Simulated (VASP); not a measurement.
SnSe2, 3 atoms in the cell. The structure is trigonal, space group P-3m1 (No. 164). Conventional cell: a = 3.817 Å, b = 3.817 Å, c = 6.155 Å, α = 90.00°, β = 90.00°, γ = 120.00°. Within 3.6 Å of Sn (site symmetry -3m) lie 6 Se at 2.72 Å. Se (site symmetry 3m) has 3 Sn at 2.72 Å within 3.6 Å. 

```yaml
Program: VASP 6.6.1
Task: single point
Functional: PBEsol
Potentials_or_basis: VASP PAW PBE potentials, release 64 (Sn_d, Se)
Cutoff: 520 eV
k_mesh: 12 × 12 × 4
Occupations: gaussian, width 0.02 eV
Spin: no spin polarisation
Dipole_correction: no
Further_INCAR_settings: ALGO = Normal; EDIFF = 1e-06; NBANDS = 20
```

Potentials or basis: VASP PAW PBE potentials, release 64 (Sn_d, Se).

Run with:

```console
$ cat potpaw_PBE.64/Sn_d/POTCAR potpaw_PBE.64/Se/POTCAR > POTCAR
$ mpirun -np 1 vasp_std > vasp.out
```

Hardware: 1 thread of Intel(R) Xeon(R) Platinum 8488C (Sapphire Rapids), on a shared host.

**Question.** How long does it take, and how much memory?

**Answer.** Run time: 54 s on 1 thread of Intel(R) Xeon(R) Platinum 8488C (Sapphire Rapids) (shared host), peak memory 0.25 GiB. Counts: scf iterations 12, k points 69.
